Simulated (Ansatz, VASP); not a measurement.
**One calculation of BiAs, two programs**

```
Bi As
1.0
     3.69680    0.00000    0.00000
     0.00000    3.69680    0.00000
     0.00000    0.00000    3.69680
Bi As
1 1
Direct
  0.50000 0.50000 0.50000
  0.00000 0.00000 0.00000
```

Change from the starting cell: species swapped into the AlFe type (Pm-3m, No. 221).

Alike in both runs: task relaxation of cell and atoms; functional PBE; k mesh 16 × 16 × 16; occupations gaussian, width 0.1 eV; no spin polarisation.

```csv
,VASP,Ansatz
version,VASP 6.6.1,Ansatz 0.2.0
potentials or method,"VASP PAW PBE potentials, release 64 (Bi_d, As), cutoff 600 eV","scalar-relativistic, plane waves, PAW"
valence electrons in the cell,20,30
```

Ansatz gave:

```
gap on the k mesh at the Fermi level, each at its own relaxed structure (eV) : none
relaxed volume (Å³/atom)                                                     : 25.11
relaxed cell length with the largest relative difference (Å)                 : 3.689
```

Problem. Estimate VASP's values.

Solution. gap on the k mesh at the Fermi level, each at its own relaxed structure (eV): none; relaxed volume (Å³/atom): 25.12; relaxed cell length with the largest relative difference (Å): 3.690.

A gap of «none» marks a metal or a gap that the smearing closes. VASP's potentials hold 20 valence electrons a cell and Ansatz's 30, so a difference there can come from the potentials and not from the codes.

Spin-orbit coupling is off throughout.
